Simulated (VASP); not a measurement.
# In26P27 (a cell with a defect) in VASP: single point with PBE

Aim: the single point of In26P27 (a cell with a defect) with PBE.

All numbers are computed with VASP 6.6.1; they aren't measurements. Logs are shortened: lines on timing, memory, paths and dates and some standing lists are left out, and cuts for length are marked.

## Step 1: The cell of the first run

The cell holds a defect, 53 atoms: a = 12.433 Å, b = 12.433 Å, c = 12.433 Å, α = 60.00°, β = 60.00°, γ = 60.00°.

## Step 2: Single point, PBE, collinear spin

Input file INCAR:

```
SYSTEM = In26P27
  PREC = Accurate
  ENCUT = 400
  EDIFF = 1E-6
  ISMEAR = 0
  SIGMA = 0.05
  LREAL = Auto
  LASPH = .True.
  NELM = 200
  ALGO = Normal
  ISIF = 2
  LWAVE = .False.
  LCHARG = .False.
  ISPIN = 2
  MAGMOM = 0 0 0 0 0 0 0 0 0 0 0 0 0 0 0 0 0 0 0 0 0 0 0 0 0 0 0.25 0.09 0.25 0.09 0.09 0 0.25 0 0 0.09 0.09 0 0.09 0 0 0 0 0 0.25 0 0 0 0 0 0 0 0
  LORBIT = 11
  GGA = PE
  NBANDS = 272
  NELECT = 474.0
  GGA_COMPAT = .False.
```

Input file KPOINTS:

```
Automatic mesh
0
Gamma
  1 1 1
  0 0 0
```

Input file POSCAR:

```
In26P27
1.0
    0.0000000000      8.7915000000      8.7915000000
    8.7915000000      0.0000000000      8.7915000000
    8.7915000000      8.7915000000      0.0000000000
In P
26 27
Direct
    0.0017757347      0.0016805386      0.3263981329
    0.0017861422      0.0015770922      0.6700905351
    0.0018095384      0.3263208678      0.0016700992
    0.0005471020      0.3331044397      0.3331162134
    0.0018937334      0.3262916417      0.6700844889
    0.0017144055      0.6700167169      0.0015622583
    0.0017755287      0.6700525675      0.3264541102
    0.0000213000      0.6665865883      0.6665896517
    0.3262750815      0.0017538132      0.0016477523
    0.3332568611      0.0003945212      0.3330835512
    0.3264589140      0.0017237008      0.6700056023
    0.3332609178      0.3331143009      0.0003582625
    0.3332737814      0.3331353895      0.3330787612
    0.3328320631      0.3326841568      0.6671558659
    0.3264315460      0.6701172912      0.0016083650
    0.3328454393      0.6671956483      0.3326222858
    0.3328589852      0.6671970170      0.6671674404
    0.6701141766      0.0015570253      0.0015476711
    0.6702226780      0.0016072635      0.3264897353
    0.6666801599     -0.0001099296      0.6666447835
    0.6702088289      0.3264450474      0.0016140093
    0.6673423889      0.3326937321      0.3326313420
    0.6673484896      0.3327093617      0.6671751267
    0.6666377290      0.6666345469     -0.0001305088
    0.6673514479      0.6672041762      0.3326660383
    0.6667207260      0.6665789192      0.6666495590
    0.0773151354      0.0773815204      0.0774304921
    0.0829634774      0.0828027420      0.4170988501
    0.0775382787      0.0773322748      0.7675423467
    0.0829652810      0.4170339008      0.0828054401
    0.0829743759      0.4170465188      0.4170749334
    0.0827624838      0.4162245253      0.7504648146
    0.0774955196      0.7672232059      0.0774993109
    0.0827583020      0.7504962470      0.4162106932
    0.0827574191      0.7504331743      0.7503932583
    0.4171149441      0.0828063227      0.0827642596
    0.4172313730      0.0828279541      0.4169995200
    0.4163258593      0.0826058793      0.7504710719
    0.4172021331      0.4171075747      0.0827531286
    0.4167610696      0.4166127703      0.4165412735
    0.4167792903      0.4166005722      0.7499294643
    0.4162685063      0.7505704989      0.0825147727
    0.4167698340      0.7499722160      0.4165481784
    0.4163691393      0.7505178134      0.7504310985
    0.7671120911      0.0774997074      0.0775608908
    0.7506155344      0.0826054213      0.4162707340
    0.7506252935      0.0825891636      0.7503938420
    0.7506196207      0.4162734505      0.0825401975
    0.7501340324      0.4166066462      0.4165631436
    0.7507072633      0.4162054789      0.7504324592
    0.7505531475      0.7504237499      0.0825470833
    0.7506266651      0.7504409790      0.4162675717
    0.7500666337      0.7499424577      0.7499148751
```

Potentials or basis: VASP PAW PBE potentials, release 64 (In_d, P).

The run is started by

```sh
$ cat potpaw_PBE.64/In_d/POTCAR potpaw_PBE.64/P/POTCAR > POTCAR
$ mpirun -np 1 vasp_gam > vasp.out
```

OUTCAR:

```text
SYSTEM = In26P27
   PREC = Accurate
   ENCUT = 400
   EDIFF = 1E-6
   ISMEAR = 0
   LREAL = Auto
   LASPH = .True.
   NELM = 200
   ISIF = 2
   ISPIN = 2
   LORBIT = 11
   GGA = PE
   NELECT = 474.0

 ion  position               nearest neighbor table
   1  0.002  0.002  0.326-  27 2.53  46 2.55  34 2.55  28 2.57
   2  0.002  0.002  0.670-  29 2.53  35 2.55  47 2.55  28 2.57
   3  0.002  0.326  0.002-  27 2.53  48 2.55  32 2.55  30 2.57
   4  0.001  0.333  0.333-  28 2.54  30 2.54  31 2.54  49 2.54
   5  0.002  0.326  0.670-  29 2.53  32 2.55  50 2.55  31 2.57
   6  0.002  0.670  0.002-  33 2.53  51 2.55  35 2.55  30 2.57
[... 33 lines left out ...]
  40  0.417  0.417  0.417-  13 2.54  22 2.54  16 2.54  14 2.54
  41  0.417  0.417  0.750-  12 2.54  23 2.54  17 2.54  14 2.54
  42  0.416  0.751  0.083-  16 2.54  24 2.54   9 2.55  15 2.55
  43  0.417  0.750  0.417-  10 2.54  25 2.54  17 2.54  16 2.54
  44  0.416  0.751  0.750-  17 2.54  26 2.54  15 2.55  11 2.55
  45  0.767  0.077  0.078-  19 2.53  21 2.53  18 2.53
  46  0.751  0.083  0.416-  22 2.54  20 2.54   1 2.55  19 2.55
  47  0.751  0.083  0.750-  23 2.54  20 2.54  18 2.55   2 2.55
  48  0.751  0.416  0.083-  22 2.54  24 2.54  21 2.55   3 2.55
  49  0.750  0.417  0.417-   4 2.54  25 2.54  23 2.54  22 2.54
  50  0.751  0.416  0.750-  23 2.54  26 2.54  21 2.55   5 2.55
  51  0.751  0.750  0.083-  25 2.54  24 2.54  18 2.55   6 2.55
  52  0.751  0.750  0.416-  25 2.54  26 2.54   7 2.55  19 2.55
  53  0.750  0.750  0.750-  20 2.54  24 2.54   8 2.54  26 2.54

  LATTYP: Found a face centered cubic cell.
 ALAT       =    17.5830000000

  Lattice vectors:

 A1 = (   0.0000000000,   8.7915000000,   8.7915000000)
 A2 = (   8.7915000000,   0.0000000000,   8.7915000000)
 A3 = (   8.7915000000,   8.7915000000,   0.0000000000)

Analysis of symmetry for initial positions (statically):
=====================================================================
 Subroutine PRICEL returns:
 Original cell was already a primitive cell.

 Routine SETGRP: Setting up the symmetry group for a
 face centered cubic supercell.

 Subroutine GETGRP returns: Found  1 space group operations
 (whereof  1 operations were pure point group operations)
 out of a pool of 48 trial point group operations.

The static configuration has the point symmetry C_1 .

Analysis of symmetry for dynamics (positions and initial velocities):
=====================================================================
 Subroutine PRICEL returns:
 Original cell was already a primitive cell.

 Routine SETGRP: Setting up the symmetry group for a
 face centered cubic supercell.

 Subroutine GETGRP returns: Found  1 space group operations
 (whereof  1 operations were pure point group operations)
 out of a pool of 48 trial point group operations.

The dynamic configuration has the point symmetry C_1 .

Analysis of structural, dynamic, and magnetic symmetry:
=====================================================================
 Subroutine PRICEL returns:
 Original cell was already a primitive cell.

 Routine SETGRP: Setting up the symmetry group for a
 face centered cubic supercell.

 Subroutine GETGRP returns: Found  1 space group operations
 (whereof  1 operations were pure point group operations)
 out of a pool of 48 trial point group operations.

The overall configuration has the point symmetry C_1 .

 Subroutine INISYM returns: Found  1 space group operations
 (whereof  1 operations are pure point group operations),
 and found     1 'primitive' translations

----------------------------------------------------------------------------------------

                                     Primitive cell

  volume of cell :    1358.9984

  direct lattice vectors                    reciprocal lattice vectors
[... 149 lines left out ...]
   total plane-waves  NPLWV = 592704
   dimension x,y,z NGX =    84 NGY =   84 NGZ =   84
   dimension x,y,z NGXF=   168 NGYF=  168 NGZF=  168
   ions per type =              26  27
   NGX,Y,Z   is equivalent  to a cutoff of  11.23, 11.23, 11.23 a.u.
   NGXF,Y,Z  is equivalent  to a cutoff of  22.46, 22.46, 22.46 a.u.
 SYSTEM =  In26P27
   PREC   = accura    normal or accurate (medium, high low for compatibility)
   ISTART =      0    job   : 0-new  1-cont  2-samecut
   ICHARG =      2    charge: 1-file 2-atom 10-const
   ISPIN  =      2    spin polarized calculation?
   LNONCOLLINEAR =      F non collinear calculations
   LSORBIT =      F    spin-orbit coupling
   LASPH  =      T    aspherical Exc in radial PAW
   ENCUT  =  400.0 eV  29.40 Ry    5.42 a.u.  20.28 20.28 20.28*2*pi/ulx,y,z
   NELM   =    200;   NELMIN=  2; NELMDL= -5     # of ELM steps
   EDIFF  = 0.1E-05   stopping-criterion for ELM
   LREAL  =      T    real-space projection
   EDIFFG = 0.1E-04   stopping-criterion for IOM
   NSW    =      0    number of steps for IOM
   IBRION =     -1    ionic relax: 0-MD 1-quasi-New 2-CG
   NFREE  =      0    steps in history (QN), initial steepest desc. (CG)
   ISIF   =      2    stress and relaxation
   ISYM   =      2    0-nonsym 1-usesym 2-fastsym
   POTIM  = 0.5000    time-step for ionic-motion
   TEBEG  =    0.0;   TEEND  =   0.0 temperature during run
   PSTRESS=    0.0 pullay stress
   NELECT =     474.0000    total number of electrons
   NUPDOWN=      -1.0000    fix difference up-down
   EMIN   =  10.00;   EMAX   =-10.00  energy-range for DOS
   EFERMI =   0.00;   METHOD = LEGACY
   ISMEAR =     0;   SIGMA  =   0.05  broadening in eV -4-tet -1-fermi 0-gaus
   EFERMI_NEDOS =   21; number of points for ismear=-14 and -15
   IALGO  =     38    algorithm
   IMIX   =      4    mixing-type and parameters
     AMIX     =   0.40;   BMIX     =  1.00
     AMIX_MAG =   1.60;   BMIX_MAG =  1.00
  volume/ion in A,a.u.               =      25.64       173.04
  Fermi-wavevector in a.u.,A,eV,Ry     =   1.152377  2.177677 18.068170  1.327973
  Thomas-Fermi vector in A             =   2.289029
   LORBIT       =     11    0 simple, 1 ext, 2 COOP (PROOUT), +10 PAW based schemes
   GGA     = PE    functional components
   LHFCALC =     F    Hartree Fock is set to
   AEXX    =    0.0000 exact exchange contribution
   IVDW    =     0    specifies the selected vdW correction
   LEPSILON=     F    determine dielectric tensor
   LRPA    =     F    only Hartree local field effects (RPA)
 spin polarized calculation
 Gauss-broadening in eV      SIGMA  =   0.05
  energy-cutoff  :      400.00
  volume of cell :     1359.00
 maximum number of plane-waves:     12347
 NGX is ok and might be reduce to    84
   NGX = 41   NGY = 41   NGZ = 41

 number of electron     473.9999902 magnetization       1.9999914

 Free energy of the ion-electron system (eV)
  ---------------------------------------------------
  ext. energy  EPLUGINS =         0.00000000
  ---------------------------------------------------
  free energy    TOTEN  =      -204.97961740 eV

  energy without entropy =     -204.94106305  energy(sigma->0) =     -204.96034023

 E-fermi :   5.3734     XC(G=0):  -9.1557

 val. band max:        5.1789588725   @ k =   0.0000   0.0000   0.0000
 cond. band min:       5.3876692145   @ k =   0.0000   0.0000   0.0000
 fundamental gap:      0.2087103420
 Fermi energy:         5.3734047581

 spin component 1

 k-point     1 :       0.0000    0.0000    0.0000
  band No.  band energies     occupation
      1      -9.4573      1.00000
      2      -9.4572      1.00000
      3      -9.4572      1.00000
      4      -9.4493      1.00000
      5      -9.4387      1.00000
      6      -9.4232      1.00000
[... 241 lines left out ...]
    248       7.0367      0.00000
    249       7.0370      0.00000
 Fermi energy:         5.3734047581

 spin component 2

 k-point     1 :       0.0000    0.0000    0.0000
  band No.  band energies     occupation
      1      -9.4562      1.00000
      2      -9.4562      1.00000
      3      -9.4561      1.00000
      4      -9.4478      1.00000
      5      -9.4375      1.00000
      6      -9.4190      1.00000
[... 241 lines left out ...]
    248       7.0466      0.00000
    249       7.0469      0.00000
 [bands above 249 left out]

------------------------ aborting loop because EDIFF is reached ----------------------------------------

  FORCE on cell =-STRESS in cart. coord.  units (eV):
  Direction    XX          YY          ZZ          XY          YZ          ZX
  --------------------------------------------------------------------------------------
  -------------------------------------------------------------------------------------
  Total       37.8303410     37.8109008     37.8272157      0.0030354     -0.0055111     -0.0000868
  in kB       44.5996963     44.5767775     44.5960117      0.0035785     -0.0064972     -0.0001024
  external PRESSURE =      44.5908285 kB  Pullay stress =       0.0000000 kB

 VOLUME and BASIS-vectors are now :
 -----------------------------------------------------------------------------
  energy-cutoff  :      400.00
  volume of cell :     1359.00
      direct lattice vectors                 reciprocal lattice vectors
     0.000000000  8.791500000  8.791500000    -0.056873116  0.056873116  0.056873116
     8.791500000  0.000000000  8.791500000     0.056873116 -0.056873116  0.056873116
     8.791500000  8.791500000  0.000000000     0.056873116  0.056873116 -0.056873116

 POSITION                                       TOTAL-FORCE (eV/Angst)
 -----------------------------------------------------------------------------------
      2.88430      2.88514      0.03039        -0.045038     -0.043709      0.170261
      5.90497      5.90680      0.02957         0.044607      0.043432      0.169905
      2.88353      0.03059      2.88476        -0.043717      0.166818     -0.042711
      5.85708      2.93340      2.93330        -0.047351      0.048706      0.048676
      8.75964      5.90770      2.88524        -0.166205      0.042631     -0.043371
      5.90419      0.02881      5.90552         0.042205      0.166447      0.043045
[... 45 lines left out ...]
     10.25712     10.25875     13.19664         0.021592      0.019388     -0.031385
     13.18600     13.18709     13.18733        -0.000729     -0.000862     -0.001950
 -----------------------------------------------------------------------------------
    total drift:                               -0.003916     -0.000453     -0.000751

  FREE ENERGIE OF THE ION-ELECTRON SYSTEM (eV)
  ---------------------------------------------------
  free  energy   TOTEN  =      -204.9796174049 eV

  energy  without entropy=     -204.9410630535  energy(sigma->0) =     -204.96034023

 total charge

# of ion       s       p       d       tot
------------------------------------------
    1        0.807   0.772   9.901  11.480
    2        0.807   0.772   9.901  11.480
    3        0.807   0.772   9.901  11.480
    4        0.801   0.786   9.903  11.490
    5        0.807   0.772   9.901  11.480
    6        0.807   0.772   9.901  11.480
[... 45 lines left out ...]
   52        1.003   1.545   0.000   2.548
   53        1.001   1.551   0.000   2.553
--------------------------------------------------
tot         48.225  61.451 257.465 367.141

 magnetization (x)

# of ion       s       p       d       tot
------------------------------------------
    1       -0.003   0.004   0.005   0.006
    2       -0.003   0.004   0.005   0.006
    3       -0.003   0.004   0.005   0.006
    4       -0.002  -0.002   0.003  -0.001
    5       -0.003   0.004   0.005   0.006
    6       -0.003   0.004   0.005   0.006
[... 45 lines left out ...]
   52        0.000   0.008   0.000   0.008
   53        0.000   0.004   0.000   0.005
--------------------------------------------------
tot          0.018   0.952   0.081   1.051
```

Run time: 17 min. Hardware: 1 thread of AMD EPYC 7R13 (Zen 3), shared host; peak memory 1.4 GiB.

Results:

```
Free energy                                           : -204.9796 eV
Largest force                                         : 0.181 eV/Å
Net moment                                            : 2.00 μB per cell
Site moments                                          : In +0.01, -0.00, +0.00 (each value once); P +0.14, +0.04, +0.01, +0.15 (each value once) μB
Valence electrons inside the program's atomic spheres : In 11.48, 11.49 (each value once); P 2.49, 2.54, 2.55 (each value once)
```

Forces on the atoms (eV/Å):
```
In  -0.045 -0.044  0.170
In   0.045  0.043  0.170
In  -0.044  0.167 -0.043
In  -0.047  0.049  0.049
In  -0.166  0.043 -0.043
In   0.042  0.166  0.043
In  -0.167 -0.042  0.044
In  -0.033  0.032  0.034
In   0.166 -0.042 -0.043
In   0.047 -0.047  0.049
In   0.043 -0.164 -0.042
In   0.047  0.048 -0.046
In  -0.048 -0.048 -0.046
In   0.001  0.001 -0.025
In   0.042 -0.040 -0.162
In   0.001 -0.028  0.002
In   0.028 -0.001  0.000
In   0.166  0.042  0.043
In  -0.041 -0.164  0.042
In   0.032 -0.031  0.034
In  -0.042  0.040 -0.162
In  -0.025  0.002  0.001
In  -0.002  0.029  0.001
In   0.032  0.032 -0.030
In   0.000  0.000  0.028
In  -0.032 -0.030 -0.029
P   -0.008 -0.006 -0.007
P   -0.001 -0.002 -0.081
P    0.010  0.007 -0.008
P   -0.001 -0.082 -0.001
P    0.080  0.000  0.000
P    0.021 -0.021  0.027
P    0.010 -0.008  0.009
P    0.021  0.029 -0.024
P   -0.031 -0.020 -0.023
P   -0.080  0.000  0.000
P    0.002  0.081 -0.002
P   -0.022  0.018  0.028
P    0.000  0.000  0.079
P    0.014  0.014  0.012
P   -0.013 -0.015  0.011
P   -0.021  0.029  0.018
P   -0.013  0.013 -0.015
P   -0.029  0.019  0.019
P   -0.009  0.010  0.010
P    0.029  0.019 -0.024
P   -0.020 -0.032 -0.023
P    0.029 -0.021  0.019
P    0.013 -0.014 -0.015
P    0.022 -0.030  0.018
P   -0.020 -0.020 -0.032
P    0.022  0.019 -0.031
P   -0.001 -0.001 -0.002
```

Caveat: the k points lie up to 0.62 Å⁻¹ apart; the cell carries a net charge on a neutralising background, which shifts energy and pressure; the cell is charged against a uniform background, so pressure and absolute levels hang on convention; spin-orbit coupling is left out, which moves the levels of the heavy elements.
